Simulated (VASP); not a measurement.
# SrRe (Pm-3m) in VASP: a series of runs, part 2 of 2

VASP 6.6.1. Earlier steps stand in the parts before.

## 3. Single point, PBE (volume scaled by 0.960)

File INCAR:

```
ALGO = Normal ; EDIFF = 1E-6
ENCUT = 520 ; GGA = PE
ISIF = 2 ; ISMEAR = 0
LASPH = T ; LCHARG = T
LELF = T ; LREAL = F
LVHAR = T ; LWAVE = F
NBANDS = 16 ; NELM = 60
PREC = Accurate ; SIGMA = 0.05
```

File KPOINTS:

```
k-points
0
Gamma
  10 10 10
```

File POSCAR:

```
SrRe
1.0
    3.5888577614      0.0000000000      0.0000000000
    0.0000000000      3.5888577614      0.0000000000
    0.0000000000      0.0000000000      3.5888577614
Sr Re
1 1
Direct
    0.0000000000      0.0000000000      0.0000000000
    0.5000000000      0.5000000000      0.5000000000
```

Potentials or basis: VASP PAW PBE potentials, release 64 (Sr_sv, Re).

Command:

```
cat potpaw_PBE.64/Sr_sv/POTCAR potpaw_PBE.64/Re/POTCAR > POTCAR
mpirun -np 1 vasp_std > vasp.out
```

OUTCAR:

```text
EDIFF = 1E-6
   ENCUT = 520
   GGA = PE
   ISIF = 2
   ISMEAR = 0
   LASPH = T
   LREAL = F
   NELM = 60
   PREC = Accurate

 ion  position               nearest neighbor table
   1  0.000  0.000  0.000-   2 3.11   2 3.11   2 3.11   2 3.11   2 3.11   2 3.11   2 3.11   2 3.11

   2  0.500  0.500  0.500-   1 3.11   1 3.11   1 3.11   1 3.11   1 3.11   1 3.11   1 3.11   1 3.11

  LATTYP: Found a simple cubic cell.
 ALAT       =     3.5888577614

  Lattice vectors:

 A1 = (   3.5888577614,   0.0000000000,   0.0000000000)
 A2 = (   0.0000000000,   3.5888577614,   0.0000000000)
 A3 = (   0.0000000000,   0.0000000000,   3.5888577614)

Analysis of symmetry for initial positions (statically):
=====================================================================
 Subroutine PRICEL returns:
 Original cell was already a primitive cell.

 Routine SETGRP: Setting up the symmetry group for a
 simple cubic supercell.

 Subroutine GETGRP returns: Found 48 space group operations
 (whereof 48 operations were pure point group operations)
 out of a pool of 48 trial point group operations.

The static configuration has the point symmetry O_h .

Analysis of symmetry for dynamics (positions and initial velocities):
=====================================================================
 Subroutine PRICEL returns:
 Original cell was already a primitive cell.

 Routine SETGRP: Setting up the symmetry group for a
 simple cubic supercell.

 Subroutine GETGRP returns: Found 48 space group operations
 (whereof 48 operations were pure point group operations)
 out of a pool of 48 trial point group operations.

The dynamic configuration has the point symmetry O_h .

 Subroutine INISYM returns: Found 48 space group operations
 (whereof 48 operations are pure point group operations),
 and found     1 'primitive' translations

----------------------------------------------------------------------------------------
[... 107 lines left out ...]
   EFERMI =   0.00;   METHOD = LEGACY
   ISMEAR =     0;   SIGMA  =   0.05  broadening in eV -4-tet -1-fermi 0-gaus
   EFERMI_NEDOS =   21; number of points for ismear=-14 and -15
   IALGO  =     38    algorithm
   IMIX   =      4    mixing-type and parameters
     AMIX     =   0.40;   BMIX     =  1.00
     AMIX_MAG =   1.60;   BMIX_MAG =  1.00
  volume/ion in A,a.u.               =      23.11       155.97
  Fermi-wavevector in a.u.,A,eV,Ry     =   1.172920  2.216497 18.718083  1.375740
  Thomas-Fermi vector in A             =   2.309341
   LORBIT       =      0    0 simple, 1 ext, 2 COOP (PROOUT), +10 PAW based schemes
   GGA     = PE    functional components
   LHFCALC =     F    Hartree Fock is set to
   AEXX    =    0.0000 exact exchange contribution
   IVDW    =     0    specifies the selected vdW correction
   LEPSILON=     F    determine dielectric tensor
   LRPA    =     F    only Hartree local field effects (RPA)
 non-spin polarized calculation
 Gauss-broadening in eV      SIGMA  =   0.05
  energy-cutoff  :      520.00
  volume of cell :       46.22
 maximum number of plane-waves:      1267
 NGX is ok and might be reduce to    28
   NGX = 13   NGY = 13   NGZ = 13

 number of electron      17.0000001 magnetization

 Free energy of the ion-electron system (eV)
  ---------------------------------------------------
  ext. energy  EPLUGINS =         0.00000000
  ---------------------------------------------------
  free energy    TOTEN  =       -10.28919685 eV

  energy without entropy =      -10.28285942  energy(sigma->0) =      -10.28602814

 E-fermi :   3.8081     XC(G=0): -10.8674

 val. band max:        3.8079897085   @ k =   0.2000   0.2000   0.0000
 cond. band min:       3.8107439131   @ k =   0.5000   0.2000   0.0000
 fundamental gap:      0.0027542046
 Fermi energy:         3.8080890140

 k-point     1 :       0.0000    0.0000    0.0000
  band No.  band energies     occupation
      1     -29.8047      2.00000
      2     -11.7201      2.00000
      3     -11.7201      2.00000
      4     -11.7201      2.00000
      5      -1.4269      2.00000
      6       1.4352      2.00000
[... 433 lines left out ...]
      3     -11.7593      2.00000
      4     -11.7560      2.00000
      5       0.3698      2.00000
      6       2.1181      2.00000
[... 8 lines left out ...]
     15      11.4524      0.00000
     16      12.7701      0.00000

 [... further k-points ...]
[... 5 lines left out ...]
  --------------------------------------------------------------------------------------
  -------------------------------------------------------------------------------------
  Total        0.8471241      0.8471241      0.8471241     -0.0000000      0.0000000      0.0000000
  in kB       29.3622182     29.3622182     29.3622182     -0.0000000      0.0000000      0.0000000
  external PRESSURE =      29.3622182 kB  Pullay stress =       0.0000000 kB

 VOLUME and BASIS-vectors are now :
 -----------------------------------------------------------------------------
  energy-cutoff  :      520.00
  volume of cell :       46.22
      direct lattice vectors                 reciprocal lattice vectors
     3.588857761  0.000000000  0.000000000     0.278640188  0.000000000  0.000000000
     0.000000000  3.588857761  0.000000000     0.000000000  0.278640188  0.000000000
     0.000000000  0.000000000  3.588857761     0.000000000  0.000000000  0.278640188

 POSITION                                       TOTAL-FORCE (eV/Angst)
 -----------------------------------------------------------------------------------
      0.00000      0.00000      0.00000         0.000000      0.000000      0.000000
      1.79443      1.79443      1.79443         0.000000      0.000000      0.000000
 -----------------------------------------------------------------------------------
    total drift:                               -0.000000      0.000000      0.000000

  FREE ENERGIE OF THE ION-ELECTRON SYSTEM (eV)
  ---------------------------------------------------
  free  energy   TOTEN  =       -10.2891968530 eV

  energy  without entropy=      -10.2828594210  energy(sigma->0) =      -10.28602814
```

OSZICAR:

```text
N       E                     dE             d eps       ncg     rms          rms(c)
DAV:   1     0.534977880538E+02    0.53498E+02   -0.78979E+03  2696   0.111E+03
DAV:   2    -0.891671485305E+01   -0.62415E+02   -0.57892E+02  2864   0.273E+02
DAV:   3    -0.112622274528E+02   -0.23455E+01   -0.22948E+01  3224   0.412E+01
DAV:   4    -0.113115244748E+02   -0.49297E-01   -0.49241E-01  2000   0.400E+00
DAV:   5    -0.113172336947E+02   -0.57092E-02   -0.57060E-02  3288   0.112E+00    0.375E+01
DAV:   6    -0.104086168808E+02    0.90862E+00   -0.42084E+00  3048   0.352E+01    0.107E+01
DAV:   7    -0.103077360785E+02    0.10088E+00   -0.53020E-01  2984   0.129E+01    0.905E+00
DAV:   8    -0.102895608863E+02    0.18175E-01   -0.52078E-02  2984   0.307E+00    0.107E+00
DAV:   9    -0.102891362780E+02    0.42461E-03   -0.25570E-03  2808   0.766E-01    0.350E-01
DAV:  10    -0.102892078576E+02   -0.71580E-04   -0.69049E-04  2888   0.418E-01    0.120E-01
DAV:  11    -0.102891995669E+02    0.82907E-05   -0.30610E-05  2704   0.642E-02    0.534E-02
DAV:  12    -0.102891965007E+02    0.30661E-05   -0.13185E-05  2848   0.396E-02    0.145E-02
DAV:  13    -0.102891968530E+02   -0.35223E-06   -0.96407E-07  1784   0.127E-02
   1 F= -.10289197E+02 E0= -.10286028E+02  d E =-.633743E-02
```

stdout:

```text
POSCAR found type information on POSCAR SrRe
 POSCAR found :  2 types and       2 ions
 scaLAPACK will be used
 LDA part: xc-table for (Slater+PW92), standard interpolation
 POSCAR, INCAR and KPOINTS ok, starting setup
 FFT: planning ... GRIDC
 FFT: planning ... GRID_SOFT
 FFT: planning ... GRID
 WAVECAR not read
 entering main loop
```

Run time: 16 s. Hardware: 1 thread of Intel Xeon 6975P-C (Granite Rapids), shared host; peak memory 0.18 GiB.

What came out:

- Free energy: -10.2892 eV
- Pressure: 2.9 GPa

Caveat: spin-orbit coupling is left out, which moves the levels of the heavy elements.
